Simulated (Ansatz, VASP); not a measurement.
# One calculation of Hf4N, two programs

The input INCAR:

```
PREC = Accurate
ENCUT = 520
EDIFF = 1E-6
ISMEAR = 0
SIGMA = 0.1
LREAL = False
LASPH = True
NELM = 80
ALGO = Normal
ISIF = 2
LWAVE = False
LCHARG = False
GGA = PE
NBANDS = 30
```

KPOINTS

```
Automatic mesh
0
Gamma
  4 4 4
```

File POSCAR:

```
Hf4N
1.0
    4.5122724000      0.0000000000      0.0000000000
    0.0000000000      4.5122724000      0.0000000000
    0.0000000000      0.0000000000      4.5122724000
Hf N
4 1
Direct
    0.5000000000      0.0000000000      0.0000000000
    0.0000000000      0.5000000000      0.0000000000
    0.0000000000      0.0000000000      0.5000000000
    0.5000000000      0.5000000000      0.5000000000
    0.0000000000      0.0000000000      0.0000000000
```

Input for Ansatz:

```yaml
crystal:
  lattice:
    - [4.5122724, 0.0, 0.0]
    - [0.0, 4.5122724, 0.0]
    - [0.0, 0.0, 4.5122724]
  atoms:
    - { symbol: Hf, position: [0.5, 0.0, 0.0] }
    - { symbol: Hf, position: [0.0, 0.5, 0.0] }
    - { symbol: Hf, position: [0.0, 0.0, 0.5] }
    - { symbol: Hf, position: [0.5, 0.5, 0.5] }
    - { symbol: "N", position: [0.0, 0.0, 0.0] }
basis:
  ecutwfc: 420
kpoints:
  mp_grid: { grid: [4, 4, 4] }
hamiltonian:
  xc: pbe
scf:
  occupations: { method: gaussian, width: 0.1 }
  lower_state_search: "off"
output:
  forces: true
  stress: true
  eigenvalues: true
```

Alike in both runs: task single point; functional PBE; k mesh 4 × 4 × 4; occupations gaussian, width 0.1 eV; no spin polarisation.

|  | VASP | Ansatz |
| --- | --- | --- |
| version | VASP 6.6.1 | Ansatz 0.2.0 |
| potentials or method | VASP PAW PBE potentials, release 64 (Hf_pv, N), cutoff 520 eV | scalar-relativistic, plane waves, PAW |
| valence electrons in the cell | 45 | 109 |

```tsv
	VASP	Ansatz	Ansatz less VASP
gap on the k mesh at the Fermi level (eV)	none	none	-
pressure (GPa)	-1.1	-0.3	+0.83
```

A gap of «none» marks a metal or a gap that the smearing closes. With one functional, cell and mesh, what is left measures potentials, basis and numerics. VASP's potentials hold 45 valence electrons a cell and Ansatz's 109, so a difference there can come from the potentials and not from the codes.

Spin-orbit coupling is off throughout.
